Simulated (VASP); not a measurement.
# H8CO6 in VASP: further runs

The runs below take H8CO6 through single point, with PBE.

All numbers are computed with VASP 6.6.1; they aren't measurements. Logs are shortened: lines on timing, memory, paths and dates and some standing lists are left out, and cuts for length are marked.

### Step 1. The cell of the first run

The cell holds an amorphous packing of atoms, 15 atoms: a = 5.708 Å, b = 5.708 Å, c = 5.708 Å, α = 90.00°, β = 90.00°, γ = 90.00°.

### Step 2. Single point, PBE

File INCAR:

```
SYSTEM = H8CO6
PREC = Accurate
ENCUT = 520
EDIFF = 1E-6
ISMEAR = -1
SIGMA = 0.05
LREAL = .False.
LASPH = .True.
NELM = 120
ALGO = Normal
ISIF = 2
LWAVE = .False.
LCHARG = .False.
GGA = PE
NBANDS = 37
GGA_COMPAT = .False.
```

File KPOINTS:

```
regular mesh
0
Gamma
  1 1 1
  0 0 0
```

File POSCAR:

```
H8CO6
1.0
    5.7082670000      0.0000000000      0.0000000000
    0.0000000000      5.7082670000      0.0000000000
    0.0000000000      0.0000000000      5.7082670000
O H C
6 8 1
Direct
    0.8687225037      0.8074079226      0.6101851928
    0.2793667500      0.3267366435      0.4447234161
    0.1129764953      0.9101186052      0.1047428230
    0.8680568025      0.4660608903      0.0537466100
    0.3983695927     -0.2181047243      0.7287325558
    0.4839822664      0.1397271711      0.8547427792
    1.0317141788      0.7125980617      0.5822782992
    0.7687446996      0.6786648207      0.6720954013
    0.3145087642      0.1739757443      0.5219097145
    0.1258175204      0.3089554150      0.3813416576
    0.0074978973      0.8033436418      0.1847320737
    0.2850952837      0.8645706306      0.1024479058
    0.9921224778      0.3422930287      0.0734723866
    0.8911110850      0.5362398080     -0.0927251651
    0.4325831290     -0.0314456209      0.7857200793
```

Potentials or basis: VASP PAW PBE potentials, release 64 (O, H, C).

Started as:

```
$ cat potpaw_PBE.64/O/POTCAR potpaw_PBE.64/H/POTCAR potpaw_PBE.64/C/POTCAR > POTCAR
$ mpirun -np 1 vasp_gam > vasp.out
```

OUTCAR:

```text
SYSTEM = H8CO6
   PREC = Accurate
   ENCUT = 520
   EDIFF = 1E-6
   ISMEAR = -1
   LREAL = .False.
   LASPH = .True.
   NELM = 120
   ISIF = 2
   GGA = PE

 ion  position               nearest neighbor table
   1  0.869  0.807  0.610-   8 1.00   7 1.09
   2  0.279  0.327  0.445-  10 0.95   9 1.00
   3  0.113  0.910  0.105-  11 0.97  12 1.02
   4  0.868  0.466  0.054-  14 0.94  13 1.01
   5  0.398  0.782  0.729-  15 1.13
   6  0.484  0.140  0.855-  15 1.09
   7  0.032  0.713  0.582-   1 1.09
   8  0.769  0.679  0.672-   1 1.00
   9  0.315  0.174  0.522-   2 1.00
  10  0.126  0.309  0.381-   2 0.95
  11  0.007  0.803  0.185-   3 0.97
  12  0.285  0.865  0.102-   3 1.02
  13  0.992  0.342  0.073-   4 1.01
  14  0.891  0.536  0.907-   4 0.94
  15  0.433  0.969  0.786-   6 1.09   5 1.13

  LATTYP: Found a simple cubic cell.
 ALAT       =     5.7082670000

  Lattice vectors:

 A1 = (   5.7082670000,   0.0000000000,   0.0000000000)
 A2 = (   0.0000000000,   5.7082670000,   0.0000000000)
 A3 = (   0.0000000000,   0.0000000000,   5.7082670000)

Analysis of symmetry for initial positions (statically):
=====================================================================
 Subroutine PRICEL returns:
 Original cell was already a primitive cell.

 Routine SETGRP: Setting up the symmetry group for a
 simple cubic supercell.

 Subroutine GETGRP returns: Found  1 space group operations
 (whereof  1 operations were pure point group operations)
 out of a pool of 48 trial point group operations.

The static configuration has the point symmetry C_1 .

Analysis of symmetry for dynamics (positions and initial velocities):
=====================================================================
 Subroutine PRICEL returns:
 Original cell was already a primitive cell.

 Routine SETGRP: Setting up the symmetry group for a
 simple cubic supercell.

 Subroutine GETGRP returns: Found  1 space group operations
 (whereof  1 operations were pure point group operations)
 out of a pool of 48 trial point group operations.

The dynamic configuration has the point symmetry C_1 .

 Subroutine INISYM returns: Found  1 space group operations
[... 109 lines left out ...]
   PSTRESS=    0.0 pullay stress
   NELECT =      48.0000    total number of electrons
   NUPDOWN=      -1.0000    fix difference up-down
   EMIN   =  10.00;   EMAX   =-10.00  energy-range for DOS
   EFERMI =   0.00;   METHOD = LEGACY
   ISMEAR =    -1;   SIGMA  =   0.05  broadening in eV -4-tet -1-fermi 0-gaus
   EFERMI_NEDOS =   21; number of points for ismear=-14 and -15
   IALGO  =     38    algorithm
   IMIX   =      4    mixing-type and parameters
     AMIX     =   0.40;   BMIX     =  1.00
     AMIX_MAG =   1.60;   BMIX_MAG =  1.00
  volume/ion in A,a.u.               =      12.40        83.68
  Fermi-wavevector in a.u.,A,eV,Ry     =   1.042280  1.969623 14.780649  1.086347
  Thomas-Fermi vector in A             =   2.176938
   LORBIT       =      0    0 simple, 1 ext, 2 COOP (PROOUT), +10 PAW based schemes
   GGA     = PE    functional components
   LHFCALC =     F    Hartree Fock is set to
   AEXX    =    0.0000 exact exchange contribution
   IVDW    =     0    specifies the selected vdW correction
   LEPSILON=     F    determine dielectric tensor
   LRPA    =     F    only Hartree local field effects (RPA)
 non-spin polarized calculation
  energy-cutoff  :      520.00
  volume of cell :      186.00
 maximum number of plane-waves:      2473
 NGX is ok and might be reduce to    42
   NGX = 21   NGY = 21   NGZ = 21

 number of electron      48.0000009 magnetization

 Free energy of the ion-electron system (eV)
  ---------------------------------------------------
  ext. energy  EPLUGINS =         0.00000000
  ---------------------------------------------------
  free energy    TOTEN  =       -78.41285544 eV

  energy without entropy =      -78.41285544  energy(sigma->0) =      -78.41285544

 E-fermi :  -2.1967     XC(G=0):  -6.6044

 val. band max:       -3.5116621816   @ k =   0.0000   0.0000   0.0000
 cond. band min:       0.5159340104   @ k =   0.0000   0.0000   0.0000
 fundamental gap:      4.0275961920
 Fermi energy:        -2.1967476696

 k-point     1 :       0.0000    0.0000    0.0000
  band No.  band energies     occupation
      1     -27.0960      2.00000
      2     -25.8474      2.00000
      3     -22.2251      2.00000
      4     -22.0632      2.00000
      5     -21.6810      2.00000
      6     -21.6277      2.00000
[... 28 lines left out ...]
     35       7.5427      0.00000
     36       7.7608      0.00000
 [bands above 36 left out]

------------------------ aborting loop because EDIFF is reached ----------------------------------------

  FORCE on cell =-STRESS in cart. coord.  units (eV):
  Direction    XX          YY          ZZ          XY          YZ          ZX
  --------------------------------------------------------------------------------------
  -------------------------------------------------------------------------------------
  Total       -2.4002119     13.4743100      6.9921639      7.1528200      4.9227828      2.2880494
  in kB      -20.6750859    116.0658030     60.2295120     61.6133809     42.4041559     19.7089339
  external PRESSURE =      51.8734097 kB  Pullay stress =       0.0000000 kB

 VOLUME and BASIS-vectors are now :
 -----------------------------------------------------------------------------
  energy-cutoff  :      520.00
  volume of cell :      186.00
      direct lattice vectors                 reciprocal lattice vectors
     5.708267000  0.000000000  0.000000000     0.175184517  0.000000000  0.000000000
     0.000000000  5.708267000  0.000000000     0.000000000  0.175184517  0.000000000
     0.000000000  0.000000000  5.708267000     0.000000000  0.000000000  0.175184517

 POSITION                                       TOTAL-FORCE (eV/Angst)
 -----------------------------------------------------------------------------------
      4.95890      4.60890      3.48310         2.797203     -2.923909     -0.398900
      1.59470      1.86510      2.53860         0.984174     -0.531043      0.843595
      0.64490      5.19520      0.59790         1.721873      1.028662     -0.159613
      4.95510      2.66040      0.30680         0.466764     -1.788000      2.339804
      2.27400      4.46327      4.15980        -1.392347     -5.293554     -2.096410
      2.76270      0.79760      4.87910         2.587519      9.762666      3.707209
      0.18103      4.06770      3.32380        -2.994099      1.904659      0.526767
      4.38820      3.87400      3.83650         0.221527      0.776550     -0.758469
      1.79530      0.99310      2.97920        -0.525727      1.350594     -0.961823
      0.71820      1.76360      2.17680        -0.853201     -0.383669     -0.324521
      0.04280      4.58570      1.05450         0.543551     -0.642863      0.053357
      1.62740      4.93520      0.58480        -2.524274     -0.273353      0.917855
      5.66330      1.95390      0.41940        -1.025933      0.870051     -0.664527
      5.08670      3.06100      5.17897         0.713638      0.672588     -1.558893
      2.46930      5.52877      4.48510        -0.720668     -4.529379     -1.465430
 -----------------------------------------------------------------------------------
    total drift:                               -0.000249     -0.002319      0.000457

  FREE ENERGIE OF THE ION-ELECTRON SYSTEM (eV)
  ---------------------------------------------------
  free  energy   TOTEN  =       -78.4128554375 eV

  energy  without entropy=      -78.4128554375  energy(sigma->0) =      -78.41285544
```

OSZICAR:

```text
N       E                     dE             d eps       ncg     rms          rms(c)
DAV:   1     0.383636753814E+03    0.38364E+03   -0.26196E+04    74   0.118E+03
DAV:   2    -0.521119349102E+02   -0.43575E+03   -0.41343E+03    95   0.298E+02
DAV:   3    -0.866365674091E+02   -0.34525E+02   -0.34262E+02    92   0.879E+01
DAV:   4    -0.871541711242E+02   -0.51760E+00   -0.51710E+00    84   0.121E+01
DAV:   5    -0.871606902819E+02   -0.65192E-02   -0.65141E-02    92   0.134E+00    0.186E+01
DAV:   6    -0.788493376328E+02    0.83114E+01   -0.25275E+01    79   0.260E+01    0.795E+00
DAV:   7    -0.785531142057E+02    0.29622E+00   -0.78490E-01    92   0.499E+00    0.474E+00
DAV:   8    -0.784166647794E+02    0.13645E+00   -0.38787E-01    92   0.367E+00    0.696E-01
DAV:   9    -0.784110130709E+02    0.56517E-02   -0.31517E-02    92   0.107E+00    0.312E-01
DAV:  10    -0.784126627299E+02   -0.16497E-02   -0.10835E-02    92   0.567E-01    0.109E-01
DAV:  11    -0.784129008410E+02   -0.23811E-03   -0.78063E-04    84   0.183E-01    0.576E-02
DAV:  12    -0.784128738097E+02    0.27031E-04   -0.12280E-04    84   0.734E-02    0.167E-02
DAV:  13    -0.784128582335E+02    0.15576E-04   -0.19504E-05    92   0.270E-02    0.717E-03
DAV:  14    -0.784128560815E+02    0.21520E-05   -0.13670E-06    60   0.843E-03    0.341E-03
DAV:  15    -0.784128554375E+02    0.64399E-06   -0.97542E-07    60   0.792E-03
   1 F= -.78412855E+02 E0= -.78412855E+02  d E =-.103515E-10
```

Run time: 12 s. Hardware: 1 thread of Intel Xeon Platinum 8559C (Emerald Rapids), shared host; peak memory 0.24 GiB.

What came out:

```yaml
Free_energy: -78.4129 eV
Pressure: 5.2 GPa
Largest_force: 10.759 eV/Å
Band_gap_on_the_k_mesh: 4.03 eV
```

Forces in eV/Å, atoms in the order of the input:
```
O    2.797 -2.924 -0.399
O    0.984 -0.531  0.844
O    1.722  1.029 -0.160
O    0.467 -1.788  2.340
O   -1.392 -5.294 -2.096
O    2.588  9.763  3.707
H   -2.994  1.905  0.527
H    0.222  0.777 -0.758
H   -0.526  1.351 -0.962
H   -0.853 -0.384 -0.325
H    0.544 -0.643  0.053
H   -2.524 -0.273  0.918
H   -1.026  0.870 -0.665
H    0.714  0.673 -1.559
C   -0.721 -4.529 -1.465
```

Stress tensor (GPa, compression positive):
```
-2.07  6.16  1.97
 6.16 11.61  4.24
 1.97  4.24  6.02
```

Levels at points of the mesh, in eV from the valence-band top:
| k point | band 22 | band 23 | band 24 | band 25 | band 26 | band 27 |
| --- | --- | --- | --- | --- | --- | --- |
| (0.00, 0.00, 0.00) | -0.57 | -0.46 | 0.00 | 4.03 | 6.40 | 6.81 |

Caveat: the k points lie up to 1.10 Å⁻¹ apart.

(Continued in part 2 of 2.)
